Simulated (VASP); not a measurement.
Wanted: the native input for a VASP 6.6.1 run.

| Quantity | Value |
| --- | --- |
| Task | single point |
| Functional | LDA |
| Potentials or basis | VASP PAW LDA potentials, release 64 (Ce, O) |
| Cutoff | 520 eV |
| k mesh | 9 × 9 × 9 |
| Occupations | fermi-dirac, width 0.05 eV |
| Spin | collinear spin, ferromagnetic start |
| Starting moments | [1.0, 0.0, 0.0] μB |
| Dipole correction | no |
| Further INCAR settings | ALGO = Normal; EDIFF = 1e-07; NBANDS = 23 |

The structure of CeO2 lies in POSCAR:

```
CeO2
1.0
    0.0000000000      2.7036500000      2.7036500000
    2.7036500000      0.0000000000      2.7036500000
    2.7036500000      2.7036500000      0.0000000000
Ce O
1 2
Direct
    0.0000000000      0.0000000000      0.0000000000
    0.7500000000      0.7500000000      0.7500000000
    0.2500000000      0.2500000000      0.2500000000
```

These files were run (other wordings do the same):

INCAR

```
PREC = Accurate
ENCUT = 520
EDIFF = 1E-7
ISMEAR = -1
SIGMA = 0.05
LREAL = False
LASPH = True
NELM = 150
ALGO = Normal
ISIF = 2
LWAVE = False
LCHARG = False
ISPIN = 2
MAGMOM = 1 0 0
LORBIT = 11
LMAXMIX = 6
NBANDS = 23
```

KPOINTS

```
Automatic mesh
0
Gamma
  9 9 9
```

Potentials or basis: VASP PAW LDA potentials, release 64 (Ce, O).

Command:

```bash
$ cat potpaw_LDA.64/Ce/POTCAR potpaw_LDA.64/O/POTCAR > POTCAR
$ mpirun -np 1 vasp_std > vasp.out
```

It gave:

```json
{"Pressure": "-4.9 GPa", "Band gap on the k mesh": "1.94 eV (least direct gap 2.00 eV)", "Net moment": "0.00 μB per cell", "Valence electrons inside the program's atomic spheres": "Ce 9.72; O 4.99"}
```

Caveat: the magnetic or orbital state may not be the lowest; the cell stands under tension; the moments typed at the start vanished in this run; spin-orbit coupling is left out, which moves the levels of the heavy elements; an odd mesh through Γ misses points on the zone boundary, where band edges can lie.

Wall time 100 s on 1 thread of AMD EPYC 9R45 96-Core Processor (Zen 5), on a shared host, peak memory 0.17 GiB.
